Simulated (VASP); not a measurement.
Set up this calculation in VASP 6.6.1, as the native input.

* Task: single point
* Functional: LDA
* Potentials or basis: VASP PAW LDA potentials, release 64 (Ir_sv_GW)
* Cutoff: 500 eV
* k mesh: 8 × 8 × 8
* Occupations: gaussian, width 0.15 eV
* Spin: no spin polarisation
* Dipole correction: no
* Second run: valence_matched
* Further INCAR settings: ALGO = Normal; EDIFF = 1e-06; NBANDS = 14

The structure of Ir lies in POSCAR:

```
Ir
1.0
    0.0000000000      2.1548988710      1.5235135018
    2.1548988710      0.0000000000      1.5235135018
    2.1548988710      2.1548988710      0.0000000000
Ir
1
Direct
    0.0000000000      0.0000000000      0.0000000000
```

This cell differs from its parent crystal: ratio of the length along z to the lengths across it x 0.707, volume and fractional coordinates fixed.

The input as run:

INCAR

```
  PREC = Accurate
  ENCUT = 500
  EDIFF = 1E-6
  ISMEAR = 0
  SIGMA = 0.15
  LREAL = F
  LASPH = T
  NELM = 120
  ALGO = Normal
  ISIF = 2
  LWAVE = F
  LCHARG = F
  NBANDS = 14
  GGA_COMPAT = F
```

KPOINTS

```
regular mesh
0
Gamma
  8 8 8
```

Potentials or basis: VASP PAW LDA potentials, release 64 (Ir_sv_GW).

Launch:

```bash
$ cat potpaw_LDA.64/Ir_sv_GW/POTCAR > POTCAR
$ mpirun -np 1 vasp_std > vasp.out
```

Results of the run:

The pressure is 3.1 GPa.

Caveat: the k points lie up to 0.36 Å⁻¹ apart.

Wall time 5.3 s on 1 thread of Intel(R) Xeon(R) 6975P-C (Granite Rapids), on a shared host, peak memory 0.13 GiB.
